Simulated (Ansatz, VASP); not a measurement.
**One calculation of SnSe, two programs**

Contents of INCAR:

```
PREC = Accurate
ENCUT = 520
EDIFF = 1E-7
ISMEAR = 0
SIGMA = 0.02
LREAL = False
LASPH = True
NELM = 80
ALGO = Normal
ISIF = 2
LWAVE = False
LCHARG = False
GGA = PS
NBANDS = 28
```

Contents of KPOINTS:

```
Automatic mesh
0
Gamma
  8 8 6
```

Contents of POSCAR:

```
SnSe
1.0
    2.0845746000     -5.6504717000      0.0000000000
    2.0845746000      5.6504717000      0.0000000000
    0.0000000000      0.0000000000      4.2376852000
Sn Se
2 2
Direct
    0.8797369915      0.1202630085      0.2500000000
    0.1202630085      0.8797369915      0.7500000000
    0.6258787104      0.3741212896      0.2500000000
    0.3741212896      0.6258787104      0.7500000000
```

Input for Ansatz:

```yaml
crystal:
  lattice:
    - [2.0845746, -5.6504717, 0.0]
    - [2.0845746, 5.6504717, 0.0]
    - [0.0, 0.0, 4.2376852]
  atoms:
    - { symbol: Sn, position: [0.8797369915, 0.1202630085, 0.25] }
    - { symbol: Sn, position: [0.1202630085, 0.8797369915, 0.75] }
    - { symbol: Se, position: [0.6258787104, 0.3741212896, 0.25] }
    - { symbol: Se, position: [0.3741212896, 0.6258787104, 0.75] }
basis:
  ecutwfc: 420
kpoints:
  mp_grid: { grid: [8, 8, 6] }
hamiltonian:
  xc: pbesol
scf:
  occupations: { method: gaussian, width: 0.02 }
output:
  forces: true
  stress: true
  eigenvalues: true
```

Alike in both runs: task single point; functional PBEsol; k mesh 8 × 8 × 6; occupations gaussian, width 0.02 eV; no spin polarisation.

|  | VASP | Ansatz |
| --- | --- | --- |
| version | VASP 6.6.1 | Ansatz 0.2.0 |
| potentials or method | VASP PAW PBE potentials, release 64 (Sn_d, Se), cutoff 520 eV | scalar-relativistic, plane waves, PAW |
| valence electrons in the cell | 40 | 60 |

|  | VASP | Ansatz | Ansatz less VASP |
| --- | --- | --- | --- |
| gap on the k mesh at the Fermi level (eV) | 0.01 | 0.02 | +0.007 |
| least direct gap on the mesh (eV) | 0.09 | 0.09 | -0.005 |
| pressure (GPa) | -0.2 | -0.2 | -0.04 |
| traceless stress, the component that is largest in VASP (GPa) | -1.04 | -1.06 | -0.012 |
| rms of the force components (eV/Å) | 0.348 | 0.352 | +0.0046 |

VASP's potentials were made for PBE, not for PBEsol. Atom by atom the forces differ by 0.005 eV/Å (rms over components). The functional is the same, so the differences come from potentials, cutoffs and numerics. VASP's potentials hold 40 valence electrons a cell and Ansatz's 60, so a difference there can come from the potentials and not from the codes.
